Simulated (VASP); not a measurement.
Write the native input for VASP 6.6.1 that does the following.

* Task: single point
* Functional: LDA
* Potentials or basis: VASP PAW LDA potentials, release 64 (Si, W_sv)
* Cutoff: 520 eV
* k mesh: 18 × 18 × 18
* Occupations: gaussian, width 0.15 eV
* Spin: no spin polarisation
* Dipole correction: no
* Further INCAR settings: ALGO = Normal; EDIFF = 1e-06; NBANDS = 18

The structure of Si2W lies in POSCAR:

```
Si2W
1.0
   -1.6165447397      1.6165447397      3.7731770770
    1.6165447397     -1.6165447397      3.7731770770
    1.6165447397      1.6165447397     -3.7731770770
Si W
2 1
Direct
    0.3561119391      0.3561119391      0.0000000000
    0.6438880609      0.6438880609      0.0000000000
    0.0000000000      0.0000000000      0.0000000000
```

This cell differs from its parent crystal: atoms shifted along a free coordinate, c/a of the conventional cell at fixed volume 2.3341.

These files were run (other wordings do the same):

INCAR

```
PREC = Accurate
ENCUT = 520
EDIFF = 1E-6
ISMEAR = 0
SIGMA = 0.15
LREAL = F
LASPH = T
NELM = 60
ALGO = Normal
ISIF = 2
LWAVE = F
LCHARG = F
GGA = CA
NBANDS = 18
```

KPOINTS

```
Automatic mesh
0
Gamma
  18 18 18
```

Potentials or basis: VASP PAW LDA potentials, release 64 (Si, W_sv).

Launch:

```sh
$ cat potpaw_LDA.64/Si/POTCAR potpaw_LDA.64/W_sv/POTCAR > POTCAR
$ mpirun -np 1 vasp_std > vasp.out
```

Results of the run:

The pressure is 11.8 GPa. The largest force is 5.281 eV/Å. The band gap on the k mesh is zero (bands 11 and 12 overlap by 0.39 eV).

Caveat: the cell stands under pressure; spin-orbit coupling is left out, which moves the levels of the heavy elements; forces of over 1 eV/Å act on the atoms, so gaps and moduli don't describe the material at rest.

Run time: 5.1 min on 1 thread of Intel(R) Xeon(R) Platinum 8259CL CPU @ 2.50GHz (Skylake/Cascade Lake), on a shared host, peak memory 0.42 GiB.
